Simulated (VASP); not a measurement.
Input of a VASP 6.6.1 run:

Contents of POSCAR:

```
LiF
1.0
    0.0000000000      1.9948717404      1.9948717404
    1.9948717404      0.0000000000      1.9948717404
    1.9948717404      1.9948717404      0.0000000000
Li F
1 1
Direct
    0.0000000000      0.0000000000      0.0000000000
    0.5000000000      0.5000000000      0.5000000000
```

INCAR.step1

```
PREC = Accurate
ENCUT = 500
EDIFF = 1E-8
ISMEAR = 0
SIGMA = 0.01
LREAL = False
LASPH = True
NELM = 100
ALGO = Normal
LWAVE = True
LCHARG = False
METAGGA = R2SCAN
LMIXTAU = True
```

INCAR.step2

```
PREC = Accurate
ENCUT = 500
EDIFF = 1E-8
ISMEAR = 0
SIGMA = 0.01
LREAL = False
LASPH = True
NELM = 1
ALGO = Exact
LWAVE = True
LCHARG = False
METAGGA = R2SCAN
LMIXTAU = True
NBANDS = 63
LOPTICS = True
ISTART = 1
```

INCAR.step3

```
PREC = Accurate
ENCUT = 500
EDIFF = 1E-8
ISMEAR = 0
SIGMA = 0.01
LREAL = False
LASPH = True
ALGO = EVGW0
LWAVE = False
LCHARG = False
METAGGA = R2SCAN
LMIXTAU = True
NELMGW = 1
NBANDS = 63
ENCUTGW = 140.0
NOMEGA = 96
PRECFOCK = Fast
ISTART = 1
NBANDSGW = 12
OMEGAMAX = 20
```

The input KPOINTS:

```
Automatic mesh
0
Gamma
  6 6 6
```

Potentials or basis: VASP PAW PBE potentials, release 64 (Li_GW, F_GW).

The run is started by

```bash
$ cat potpaw_PBE.64/Li_GW/POTCAR potpaw_PBE.64/F_GW/POTCAR > POTCAR
$ cp INCAR.step1 INCAR
$ mpirun -np 1 vasp_std > vasp.out
$ cp INCAR.step2 INCAR
$ mpirun -np 1 vasp_std > vasp.out
$ cp INCAR.step3 INCAR
$ mpirun -np 1 vasp_std > vasp.out
```

(1) Predict the quasiparticle gap.

(2) What does it give for the least direct quasiparticle gap?

(3) Predict the band gap of the starting levels on the mesh.

(4) Predict the least direct gap of the starting levels on the mesh.

## Answers

(1) 14.07 eV.

(2) 14.07 eV.

(3) 10.29 eV.

(4) 10.29 eV.

Caveat: the k points lie up to 0.45 Å⁻¹ apart; bands, screening cutoff and mesh are small and nothing is extrapolated, so the quasiparticle values aren't converged.
